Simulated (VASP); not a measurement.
Set up this calculation in VASP 6.6.1, as the native input.

- Task: relaxation of volume and atoms at fixed shape
- Functional: LDA
- Potentials or basis: VASP PAW LDA potentials, release 64 (Sc_sv)
- Cutoff: 500 eV
- k mesh: 9 × 9 × 5
- Occupations: gaussian, width 0.1 eV
- Spin: no spin polarisation
- Dipole correction: no
- Further INCAR settings: ALGO = Normal; EDIFF = 1e-07; IBRION = 2; EDIFFG = -0.03; NSW = 60; ISIF = 8

The structure of Sc lies in POSCAR:

```
Sc
1.0
    3.3090000000      0.0000000000      0.0000000000
   -1.6545000000      2.8656780611      0.0000000000
    0.0000000000      0.0000000000      5.2733000000
Sc
2
Direct
    0.3333333333      0.6666666667      0.2500000000
    0.6666666667      0.3333333333      0.7500000000
```

One way to write it, as run:

INCAR

```
SYSTEM = Sc
  PREC = Accurate
  ENCUT = 500
  EDIFF = 1E-7
  ISMEAR = 0
  SIGMA = 0.1
  LREAL = .FALSE.
  LASPH = .TRUE.
  NELM = 120
  ALGO = Normal
  ISIF = 8
  LWAVE = .FALSE.
  LCHARG = .FALSE.
  IBRION = 2
  NSW = 60
  EDIFFG = -0.03
  GGA_COMPAT = .FALSE.
  NELMIN = 4
```

KPOINTS

```
regular mesh
0
G
  9 9 5
  0 0 0
```

Potentials or basis: VASP PAW LDA potentials, release 64 (Sc_sv).

Run with:

```bash
$ cat potpaw_LDA.64/Sc_sv/POTCAR > POTCAR
$ mpirun -np 1 vasp_std > vasp.out
```

Results of the run:

The relaxed volume is 22.59 Å³/atom, the relaxed cell is a = 3.199 Å, b = 3.199 Å, c = 5.098 Å, α = 90.00°, β = 90.00°, γ = 120.00° and the space group after relaxing (to 0.05 Å) is P6_3/mmc (No. 194). The energy gained by relaxing is 42.5 meV/atom and the ionic steps are 3. The pressure after relaxing is 0.0 GPa. The band gap on the k mesh is zero (band 11 reaches 4.73 eV, above the bottom of band 12 at 3.42 eV).

Wall time 39 s on 1 thread of Intel(R) Xeon(R) 6975P-C (Granite Rapids), on a shared host, peak memory 0.16 GiB.
